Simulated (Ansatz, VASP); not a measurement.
# Two plane-wave programs on V

Contents of INCAR:

```
PREC = Accurate
ENCUT = 500
EDIFF = 1E-6
ISMEAR = -1
SIGMA = 0.1
LREAL = F
LASPH = T
NELM = 200
ALGO = Normal
ISIF = 2
LWAVE = F
LCHARG = T
ISPIN = 2
MAGMOM = 0
LORBIT = 11
LMAXMIX = 4
GGA = PE
LELF = T
LVHAR = T
NBANDS = 16
GGA_COMPAT = F
```

KPOINTS

```
Automatic mesh
0
Gamma
  8 8 8
```

The input POSCAR:

```
V
1.0
   -1.4588830000      1.4588830000      1.4588830000
    1.4588830000     -1.4588830000      1.4588830000
    1.4588830000      1.4588830000     -1.4588830000
V
1
Direct
    0.0000000000      0.0000000000      0.0000000000
```

Input for Ansatz:

```yaml
crystal:
  lattice:
    - [-1.458883, 1.458883, 1.458883]
    - [1.458883, -1.458883, 1.458883]
    - [1.458883, 1.458883, -1.458883]
  atoms:
    - { symbol: V, position: [0, 0, 0] }
kpoints:
  mp_grid: { grid: [8, 8, 8], shift: [0, 0, 0] }
hamiltonian:
  xc: pbe
  pseudopotentials: { kind: nc }
scf:
  occupations: { method: fermi_dirac }
  lower_state_search: "off"
magnetization:
  spin_polarized: true
```

Alike in both runs: task single point; functional PBE; k mesh 8 × 8 × 8; collinear spin.

|  | VASP | Ansatz |
| --- | --- | --- |
| version | VASP 6.6.1 | Ansatz 0.2 development build |
| potentials or method | VASP PAW PBE potentials, release 64 (V_sv) | scalar-relativistic |
| plane-wave cutoff (eV) | 500 | 1143 |
| occupations | fermi-dirac, width 0.1 eV | fermi-dirac |

```tsv
	VASP	Ansatz	Ansatz less VASP
net moment per atom (μB)	0.00	0.00	0.000
```

The k mesh is coarse, so the values compare programs but aren't converged.
